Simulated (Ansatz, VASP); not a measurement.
# One calculation of TaN, two programs

```
Ta N
1.0
     4.82014    0.00000    0.00000
    -2.41007    4.17436    0.00000
     0.00000    0.00000    2.67239
Ta N
3 3
Direct
  0.00000 0.00000 0.00000
  0.33333 0.66667 0.50000
  0.66667 0.33333 0.50000
  0.50000 0.00000 0.00000
  0.50000 0.50000 0.00000
  0.00000 0.50000 0.00000
```

Change from the starting cell: strain -0.080 along x and y, -0.080 along z, atoms carried along.

Alike in both runs: task single point; functional r2SCAN; k mesh 12 × 12 × 16; occupations gaussian, width 0.15 eV; no spin polarisation.

|  | VASP | Ansatz |
| --- | --- | --- |
| version | VASP 6.6.1 | Ansatz 0.2.0 |
| potentials or method | VASP PAW PBE potentials, release 64 (Ta_pv, N), cutoff 520 eV | scalar-relativistic, plane waves, PAW |
| valence electrons in the cell | 48 | 54 |

|  | VASP | Ansatz | Ansatz less VASP |
| --- | --- | --- | --- |
| gap on the k mesh at the Fermi level (eV) | none | none | - |
| pressure (GPa) | 140.6 | 134.9 | -5.70 |
| traceless stress, the component that is largest in VASP (GPa) | 36.30 | 35.18 | -1.122 |

VASP's potentials were made for PBE, not for r2SCAN. A gap of «none» marks a metal or a gap that the smearing closes. Both programs put the cell under a high pressure, so it lies far from rest at this level. The functional is the same, so the differences come from potentials, cutoffs and numerics. VASP's potentials hold 48 valence electrons a cell and Ansatz's 54, so a difference there can come from the potentials and not from the codes.

Spin-orbit coupling is off throughout. Noted on VASP's run: the cell as given lies far from equilibrium.
